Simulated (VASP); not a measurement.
Runs of VASP 6.6.1 on NaCl. The structure is that of space group Fm-3m (No. 225), or close to it. The cells are those of the table. 

```csv
task,cell,k mesh,cutoff (eV),smearing,gap on the mesh (eV),pressure (GPa)
single point,"a = 3.974 Å, angles 60.0°, 2 atoms",6 × 6 × 6,520,gaussian 0.1 eV,4.74,-2.2
relaxation of cell and atoms,"relaxed to 6.66 GPa from a = 3.974 Å, angles 60.0°, 2 atoms",8 × 8 × 8,600,gaussian 0.02 eV,5.79,6.7
single point,"a = 3.679 Å, angles 60.0°, 2 atoms",8 × 8 × 8,520,gaussian 0.02 eV,(a),6.7
relaxation of cell and atoms,"relaxed to 6.66 GPa from a = 3.679 Å, angles 60.0°, 2 atoms",8 × 8 × 8,600,gaussian 0.02 eV,5.79,6.7
```

Alike in all rows: level LDA; potentials or basis VASP PAW LDA potentials, release 64 (Na_pv, Cl); no spin polarisation.

Question: Estimate the missing entries.

Answer: (a) 5.80.

Caveats: the cell is relaxed towards a set pressure, so the run minimises the enthalpy, not the energy (at least some runs); the cell stands under pressure (at least some runs).

